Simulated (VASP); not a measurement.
Input of a VASP 6.6.1 run:

The input INCAR:

```
PREC = Accurate
ENCUT = 520
EDIFF = 1E-6
ISMEAR = -1
SIGMA = 0.1
LREAL = False
LASPH = True
NELM = 80
ALGO = Normal
ISIF = 2
LWAVE = False
LCHARG = False
GGA = CA
NBANDS = 16
```

Contents of KPOINTS:

```
Automatic mesh
0
Gamma
  9 9 5
```

The input POSCAR:

```
Rb
1.0
    3.7993096777      0.0000000000      0.0000000000
   -1.8996548388      3.2902986977      0.0000000000
    0.0000000000      0.0000000000      6.2450653396
Rb
2
Direct
    0.3333333333      0.6666666667      0.2500000000
    0.6666666667      0.3333333333      0.7500000000
```

Potentials or basis: VASP PAW LDA potentials, release 64 (Rb_sv).

Launch:

```sh
$ cat potpaw_LDA.64/Rb_sv/POTCAR > POTCAR
$ mpirun -np 1 vasp_std > vasp.out
```

(1) What does it give for the pressure?

(2) Estimate the band gap on the k mesh.

Answers

(1) 7.6 GPa.

(2) zero (band 9 reaches 3.65 eV, above the bottom of band 10 at 1.49 eV).
